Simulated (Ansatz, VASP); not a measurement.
**Two plane-wave programs on Te**

```
Te
1.0
     0.00000    3.63813    3.63813
     3.63813    0.00000    3.63813
     3.63813    3.63813    0.00000
Te
2
Cartesian
  0.9095 0.9095 0.9095
  6.3667 6.3667 6.3667
```

Alike in both runs: functional RPBE; k mesh 8 × 8 × 8; occupations fermi-dirac, width 0.1 eV; no spin polarisation.

Ansatz relaxed the structure, and its values are those at the end. VASP's run is a single point on that final structure, the one shown.

|  | VASP | Ansatz |
| --- | --- | --- |
| version | VASP 6.6.1 | Ansatz 0.2.0 |
| potentials or method | VASP PAW PBE potentials, release 64 (Te), cutoff 520 eV | plane waves (420 eV) with PAW, scalar-relativistic |
| valence electrons in the cell | 12 | 32 |

```csv
,VASP,Ansatz,Ansatz less VASP
pressure (GPa),0.0,0.0,+0.04
```

VASP's potentials were made for PBE, not for RPBE. VASP's potentials hold 12 valence electrons a cell and Ansatz's 32, so a difference there can come from the potentials and not from the codes.

Neither program's run includes spin-orbit coupling.
